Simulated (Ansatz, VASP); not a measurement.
**Mn in VASP and in Ansatz**

File INCAR:

```
SYSTEM = Mn
PREC     = Accurate       ! precision mode
ENCUT    = 520            ! plane-wave cutoff, eV
EDIFF    = 1E-7           ! SCF threshold, eV
ISMEAR   = 0              ! smearing method
SIGMA    = 0.15           ! smearing width, eV
LREAL    = .FALSE.        ! projectors in reciprocal space
LASPH    = .TRUE.         ! aspherical terms in the spheres
NELM     = 80             ! most SCF steps
ALGO     = Fast           ! electronic algorithm
ISIF     = 2              ! what is computed and relaxed
LWAVE    = .FALSE.        ! write WAVECAR
LCHARG   = .FALSE.        ! write CHGCAR
GGA      = PS             ! functional
NBANDS   = 20             ! bands
```

The input KPOINTS:

```
regular mesh
0
G
  21 21 12
  0 0 0
```

File POSCAR:

```
Mn
1.0
    2.4836457705      0.0000000000      0.0000000000
   -1.2418228852      2.1509003313      0.0000000000
    0.0000000000      0.0000000000      3.9658020750
Mn
2
Direct
    0.6666666667      0.3333333333      0.7500000000
    0.3333333333      0.6666666667      0.2500000000
```

Input for Ansatz:

```yaml
crystal:
  lattice:
    - [2.4836457705, 0.0, 0.0]
    - [-1.2418228852, 2.1509003313, 0.0]
    - [0.0, 0.0, 3.965802075]
  atoms:
    - { symbol: Mn, position: [0.6666666667, 0.3333333333, 0.75] }
    - { symbol: Mn, position: [0.3333333333, 0.6666666667, 0.25] }
basis:
  ecutwfc: 420
kpoints:
  mp_grid: { grid: [21, 21, 12] }
hamiltonian:
  xc: pbesol
scf:
  occupations: { method: gaussian, width: 0.15 }
output:
  forces: true
  stress: true
  eigenvalues: true
```

Change from the starting cell: strain +0.000 along x and y, -0.015 along z, atoms carried along.

Alike in both runs: task single point; functional PBEsol; k mesh 21 × 21 × 12; occupations gaussian, width 0.15 eV; no spin polarisation.

|  | VASP | Ansatz |
| --- | --- | --- |
| version | VASP 6.6.1 | Ansatz 0.2.0 |
| potentials or method | VASP PAW PBE potentials, release 64 (Mn_pv), cutoff 520 eV | scalar-relativistic, plane waves, PAW |
| valence electrons in the cell | 26 | 30 |

Ansatz gave:

| Quantity | Value |
| --- | --- |
| gap on the k mesh at the Fermi level (eV) | none |
| pressure (GPa) | -7.5 |
| traceless stress, the component that is largest in VASP (GPa) | 2.87 |

Task: Which values does VASP return?

Result: gap on the k mesh at the Fermi level (eV): none; pressure (GPa): -7.6; traceless stress, the component that is largest in VASP (GPa): 2.74.

VASP's potentials were made for PBE, not for PBEsol. A gap of «none» marks a metal or a gap that the smearing closes. With one functional, cell and mesh, what is left measures potentials, basis and numerics. VASP's potentials hold 26 valence electrons a cell and Ansatz's 30, so a difference there can come from the potentials and not from the codes.
